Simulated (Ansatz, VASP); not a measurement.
## ZnAu: VASP beside Ansatz

File INCAR:

```
PREC     = Accurate       # precision mode
ENCUT    = 520            # plane-wave cutoff, eV
EDIFF    = 1E-7           # SCF threshold, eV
ISMEAR   = 0              # smearing method
SIGMA    = 0.1            # smearing width, eV
LREAL    = F              # projectors in reciprocal space
LASPH    = T              # aspherical terms in the spheres
NELM     = 100            # most SCF steps
ALGO     = Normal         # electronic algorithm
ISIF     = 2              # what is computed and relaxed
LWAVE    = F              # write WAVECAR
LCHARG   = F              # write CHGCAR
GGA      = PE             # functional
NBANDS   = 18             # bands
```

File KPOINTS:

```
Automatic mesh
0
Gamma
  14 14 14
```

File POSCAR:

```
ZnAu
1.0
    3.1216440315      0.0000000000      0.0000000000
    0.0000000000      3.1216440315      0.0000000000
    0.0000000000      0.0000000000      3.1216440315
Zn Au
1 1
Direct
    0.5000000000      0.5000000000      0.5000000000
    0.0000000000      0.0000000000      0.0000000000
```

Input for Ansatz:

```yaml
crystal:
  lattice:
    - [3.1216440315, 0.0, 0.0]
    - [0.0, 3.1216440315, 0.0]
    - [0.0, 0.0, 3.1216440315]
  atoms:
    - { symbol: Zn, position: [0.5, 0.5, 0.5] }
    - { symbol: Au, position: [0.0, 0.0, 0.0] }
basis:
  ecutwfc: 420
kpoints:
  mp_grid: { grid: [14, 14, 14] }
hamiltonian:
  xc: pbe
scf:
  occupations: { method: gaussian, width: 0.1 }
output:
  forces: true
  stress: true
  eigenvalues: true
```

Alike in both runs: task single point; functional PBE; k mesh 14 × 14 × 14; occupations gaussian, width 0.1 eV; no spin polarisation.

```csv
,VASP,Ansatz
version,VASP 6.6.1,Ansatz 0.2.0
potentials or method,"VASP PAW PBE potentials, release 64 (Zn, Au), cutoff 520 eV","scalar-relativistic, plane waves, PAW"
valence electrons in the cell,23,31
```

```tsv
	VASP	Ansatz	Ansatz less VASP
gap on the k mesh at the Fermi level (eV)	none	none	-
pressure (GPa)	8.7	8.5	-0.15
```

A gap of «none» marks a metal or a gap that the smearing closes. With one functional, cell and mesh, what is left measures potentials, basis and numerics. VASP's potentials hold 23 valence electrons a cell and Ansatz's 31, so a difference there can come from the potentials and not from the codes.

Neither program's run includes spin-orbit coupling.
